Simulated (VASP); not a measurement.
# Si (P6_3/mmc) in VASP: a series of runs

Si is run at these levels: PBE; tasks: single point.

All numbers are computed with VASP 6.6.1; they aren't measurements. Logs are shortened: lines on timing, memory, paths and dates and some standing lists are left out, and cuts for length are marked.

## Step 1: The cell of the first run

The structure is hexagonal, space group P6_3/mmc (No. 194). The conventional cell has a = 3.851 Å, b = 3.851 Å, c = 6.365 Å, α = 90.00°, β = 90.00°, γ = 120.00°. Si (site symmetry 3m) has 4 Si at 2.14 to 2.46 Å within 2.8 Å.

This isn't the form of Si at room conditions, which is diamond.

## Step 2: Single point, PBE

The input, INCAR:

```
SYSTEM = Si
PREC     = Accurate       ! precision mode
ENCUT    = 520            ! plane-wave cutoff, eV
EDIFF    = 1E-7           ! SCF threshold, eV
ISMEAR   = 0              ! smearing method
SIGMA    = 0.05           ! smearing width, eV
LREAL    = .FALSE.        ! projectors in reciprocal space
LASPH    = .TRUE.         ! aspherical terms in the spheres
NELM     = 100            ! most SCF steps
ALGO     = Normal         ! electronic algorithm
ISIF     = 2              ! what is computed and relaxed
LWAVE    = .FALSE.        ! write WAVECAR
LCHARG   = .TRUE.         ! write CHGCAR
GGA      = PE             ! functional
LELF     = .TRUE.         ! ELF
LVHAR    = .TRUE.       
NBANDS   = 16             ! bands
```

The input, KPOINTS:

```
Automatic mesh
0
G
  12 12 6
  0 0 0
```

The input, POSCAR:

```
Si
1.0
    3.8510822046      0.0000000000      0.0000000000
   -1.9255411023      3.3351350212      0.0000000000
    0.0000000000      0.0000000000      6.3646810974
Si
4
Direct
    0.3333333333      0.6666666667      0.0817861204
    0.6666666667      0.3333333333      0.5817861204
    0.3333333333      0.6666666667      0.4182138796
    0.6666666667      0.3333333333      0.9182138796
```

Potentials or basis: VASP PAW PBE potentials, release 64 (Si).

Started as:

```
> cat potpaw_PBE.64/Si/POTCAR > POTCAR
> mpirun -np 1 vasp_std > vasp.out
```

OUTCAR:

```text
SYSTEM = Si
   PREC = Accurate
   ENCUT = 520
   EDIFF = 1E-7
   ISMEAR = 0
   LREAL = .FALSE.
   LASPH = .TRUE.
   NELM = 100
   ISIF = 2
   GGA = PE

 ion  position               nearest neighbor table
   1  0.333  0.667  0.082-   3 2.14   4 2.46   4 2.46   4 2.46
   2  0.667  0.333  0.582-   4 2.14   3 2.46   3 2.46   3 2.46
   3  0.333  0.667  0.418-   1 2.14   2 2.46   2 2.46   2 2.46
   4  0.667  0.333  0.918-   2 2.14   1 2.46   1 2.46   1 2.46

  LATTYP: Found a hexagonal cell.
 ALAT       =     3.8510822046
 C/A-ratio  =     1.6526993607

  Lattice vectors:

 A1 = (   3.8510822046,   0.0000000000,   0.0000000000)
 A2 = (  -1.9255411023,   3.3351350212,   0.0000000000)
 A3 = (   0.0000000000,   0.0000000000,   6.3646810974)

Analysis of symmetry for initial positions (statically):
=====================================================================
 Subroutine PRICEL returns:
 Original cell was already a primitive cell.

 Routine SETGRP: Setting up the symmetry group for a
 hexagonal supercell.

 Subroutine GETGRP returns: Found 24 space group operations
 (whereof 12 operations were pure point group operations)
 out of a pool of 24 trial point group operations.

The static configuration has the point symmetry D_3d.
 The point group associated with its full space group is D_6h.

Analysis of symmetry for dynamics (positions and initial velocities):
=====================================================================
 Subroutine PRICEL returns:
 Original cell was already a primitive cell.

 Routine SETGRP: Setting up the symmetry group for a
 hexagonal supercell.

 Subroutine GETGRP returns: Found 24 space group operations
 (whereof 12 operations were pure point group operations)
 out of a pool of 24 trial point group operations.

The dynamic configuration has the point symmetry D_3d.
 The point group associated with its full space group is D_6h.

 Subroutine INISYM returns: Found 24 space group operations
 (whereof 12 operations are pure point group operations),
 and found     1 'primitive' translations

----------------------------------------------------------------------------------------

                                     Primitive cell

  volume of cell :      81.7472

  direct lattice vectors                    reciprocal lattice vectors
     3.851082205  0.000000000  0.000000000     0.259667269  0.149918968  0.000000000
[... 93 lines left out ...]
   NSW    =      0    number of steps for IOM
   IBRION =     -1    ionic relax: 0-MD 1-quasi-New 2-CG
   NFREE  =      0    steps in history (QN), initial steepest desc. (CG)
   ISIF   =      2    stress and relaxation
   ISYM   =      2    0-nonsym 1-usesym 2-fastsym
   POTIM  = 0.5000    time-step for ionic-motion
   TEBEG  =    0.0;   TEEND  =   0.0 temperature during run
   PSTRESS=    0.0 pullay stress
   NELECT =      16.0000    total number of electrons
   NUPDOWN=      -1.0000    fix difference up-down
   EMIN   =  10.00;   EMAX   =-10.00  energy-range for DOS
   EFERMI =   0.00;   METHOD = LEGACY
   ISMEAR =     0;   SIGMA  =   0.05  broadening in eV -4-tet -1-fermi 0-gaus
   EFERMI_NEDOS =   21; number of points for ismear=-14 and -15
   IALGO  =     38    algorithm
   IMIX   =      4    mixing-type and parameters
     AMIX     =   0.40;   BMIX     =  1.00
     AMIX_MAG =   1.60;   BMIX_MAG =  1.00
  volume/ion in A,a.u.               =      20.44       137.91
  Fermi-wavevector in a.u.,A,eV,Ry     =   0.950511  1.796206 12.292475  0.903471
  Thomas-Fermi vector in A             =   2.078895
   LORBIT       =      0    0 simple, 1 ext, 2 COOP (PROOUT), +10 PAW based schemes
   GGA     = PE    functional components
   LHFCALC =     F    Hartree Fock is set to
   AEXX    =    0.0000 exact exchange contribution
   IVDW    =     0    specifies the selected vdW correction
   LEPSILON=     F    determine dielectric tensor
   LRPA    =     F    only Hartree local field effects (RPA)
 non-spin polarized calculation
 Gauss-broadening in eV      SIGMA  =   0.05
  energy-cutoff  :      520.00
  volume of cell :       81.75
 maximum number of plane-waves:      2220
 NGX is ok and might be reduce to    30

 number of electron      16.0000001 magnetization

 Free energy of the ion-electron system (eV)
  ---------------------------------------------------
  ext. energy  EPLUGINS =         0.00000000
  ---------------------------------------------------
  free energy    TOTEN  =       -20.74908439 eV

  energy without entropy =      -20.74871735  energy(sigma->0) =      -20.74890087

 E-fermi :   6.1531     XC(G=0):  -9.3443

 val. band max:        6.1121324003   @ k =   0.3333   0.2500   0.0000
 cond. band min:       6.2337195449   @ k =   0.4167  -0.0000   0.3333
 fundamental gap:      0.1215871445
 Fermi energy:         6.1530958997

 k-point     1 :       0.0000    0.0000    0.0000
  band No.  band energies     occupation
      1      -6.2778      2.00000
      2      -3.4818      2.00000
      3      -2.3584      2.00000
      4       4.3169      2.00000
      5       4.5578      2.00000
      6       4.5578      2.00000
[... 433 lines left out ...]
      3      -1.4637      2.00000
      4       1.2306      2.00000
      5       1.5099      2.00000
      6       3.3943      2.00000
[... 8 lines left out ...]
     15      13.1256      0.00000
     16      13.1786      0.00000

 [... further k-points ...]

------------------------ aborting loop because EDIFF is reached ----------------------------------------

  FORCE on cell =-STRESS in cart. coord.  units (eV):
  Direction    XX          YY          ZZ          XY          YZ          ZX
  --------------------------------------------------------------------------------------
  -------------------------------------------------------------------------------------
  Total       -2.3213658     -2.3213658      7.6649968      0.0000000     -0.0000000     -0.0000000
  in kB      -45.4968482    -45.4968482    150.2275914      0.0000000     -0.0000000     -0.0000000
  external PRESSURE =      19.7446317 kB  Pullay stress =       0.0000000 kB

 VOLUME and BASIS-vectors are now :
 -----------------------------------------------------------------------------
  energy-cutoff  :      520.00
  volume of cell :       81.75
      direct lattice vectors                 reciprocal lattice vectors
     3.851082205  0.000000000  0.000000000     0.259667269  0.149918968  0.000000000
    -1.925541102  3.335135021  0.000000000     0.000000000  0.299837936  0.000000000
     0.000000000  0.000000000  6.364681097     0.000000000  0.000000000  0.157117063

 POSITION                                       TOTAL-FORCE (eV/Angst)
 -----------------------------------------------------------------------------------
     -0.00000      2.22342      0.52054        -0.000000     -0.000000     -4.120516
      1.92554      1.11171      3.70288         0.000000     -0.000000     -4.120516
     -0.00000      2.22342      2.66180        -0.000000      0.000000      4.120516
      1.92554      1.11171      5.84414         0.000000      0.000000      4.120516
 -----------------------------------------------------------------------------------
    total drift:                               -0.000000      0.000000      0.000000

  FREE ENERGIE OF THE ION-ELECTRON SYSTEM (eV)
  ---------------------------------------------------
  free  energy   TOTEN  =       -20.7490843933 eV

  energy  without entropy=      -20.7487173456  energy(sigma->0) =      -20.74890087
```

stdout:

```text
POSCAR found type information on POSCAR Si
 POSCAR found :  1 types and       4 ions
 scaLAPACK will be used
 LDA part: xc-table for (Slater+PW92), standard interpolation
 POSCAR, INCAR and KPOINTS ok, starting setup
 FFT: planning ... GRIDC
 FFT: planning ... GRID_SOFT
 FFT: planning ... GRID
 WAVECAR not read
 entering main loop
```

It took 80 s on 1 thread of Intel Xeon Platinum 8259CL at 2.50GHz (Skylake/Cascade Lake), shared host; peak memory 0.23 GiB.

Results:

| Quantity | Value |
| --- | --- |
| Free energy | -20.7491 eV |
| Pressure | 2.0 GPa |
| Largest force | 4.121 eV/Å |
| Band gap on the k mesh | zero (bands 8 and 9 overlap by 0.65 eV) |

Forces in eV/Å, atoms in the order of the input:
```
Si   0.000  0.000 -4.121
Si   0.000  0.000 -4.121
Si   0.000  0.000  4.121
Si   0.000  0.000  4.121
```

Stress tensor (GPa, compression positive):
```
-4.55  0.00  0.00
 0.00 -4.55  0.00
 0.00  0.00 15.02
```

Caveat: the stress differs along the axes, from -5 to 15 GPa; semilocal functionals underestimate gaps, and a narrow one can read as zero; forces of over 1 eV/Å act on the atoms, so gaps and moduli don't describe the material at rest.

## Step 3: Single point, PBE

This run uses another cell than the first one, of the same volume but with other edges.

The input, INCAR:

```
SYSTEM = Si
PREC = Accurate
ENCUT = 520
EDIFF = 1E-6
ISMEAR = 0
SIGMA = 0.05
LREAL = .FALSE.
LASPH = .TRUE.
NELM = 80
ALGO = Normal
ISIF = 2
LWAVE = .FALSE.
LCHARG = .TRUE.
GGA = PE
LELF = .TRUE.
LVHAR = .TRUE.
NBANDS = 16
```

The input, KPOINTS:

```
regular mesh
0
G
  12 12 6
  0 0 0
```

The input, POSCAR:

```
Si
1.0
    3.9946794941      0.0000000000      0.0000000000
   -1.9973397471      3.4594939219      0.0000000000
    0.0000000000      0.0000000000      5.9153213949
Si
4
Direct
    0.3333333333      0.6666666667      0.0723590967
    0.6666666667      0.3333333333      0.5723590967
    0.3333333333      0.6666666667      0.4276409033
    0.6666666667      0.3333333333      0.9276409033
```

Potentials or basis: VASP PAW PBE potentials, release 64 (Si).

Started as:

```
> cat potpaw_PBE.64/Si/POTCAR > POTCAR
> mpirun -np 1 vasp_std > vasp.out
```

Run time: 80 s. Hardware: 1 thread of Intel Xeon Platinum 8259CL at 2.50GHz (Skylake/Cascade Lake), shared host; peak memory 0.23 GiB.

The run converged. Its results:

```
Free energy            : -20.5604 eV
Pressure               : 4.6 GPa
Largest force          : 4.019 eV/Å
Band gap on the k mesh : zero (bands 8 and 9 overlap by 0.26 eV)
```

Forces on the atoms (eV/Å):
```
Si   0.000  0.000 -4.019
Si   0.000  0.000 -4.019
Si   0.000  0.000  4.019
Si   0.000  0.000  4.019
```

Stress tensor (GPa, compression positive):
```
-8.94  0.00  0.00
 0.00 -8.94  0.00
 0.00  0.00 31.77
```

Levels at points of the mesh, in eV from the Fermi level:
```csv
k point,band 4,band 5,band 6,band 7,band 8,band 9,band 10,band 11,band 12,band 13
"(0.00, 0.00, 0.00)",-2.22,-2.22,-1.09,-0.11,0.19,0.19,0.99,0.99,2.62,4.30
"(0.50, 0.00, 0.00)",-5.40,-5.19,-3.60,-3.55,-1.08,-0.07,1.93,2.45,2.54,6.32
"(0.00, 0.00, 0.50)",-4.34,-1.42,-1.42,-1.42,-1.42,1.07,1.07,2.51,2.51,2.51
"(0.50, 0.00, 0.50)",-7.23,-2.70,-2.70,-2.49,-2.49,0.66,0.66,2.18,2.18,5.19
```

Caveat: the stress differs along the axes, from -9 to 32 GPa; semilocal functionals underestimate gaps, and a narrow one can read as zero; forces of over 1 eV/Å act on the atoms, so gaps and moduli don't describe the material at rest.

[end of part 1 of 2]

The gap in the log of VASP goes by the Fermi energy; the results here count the filled bands.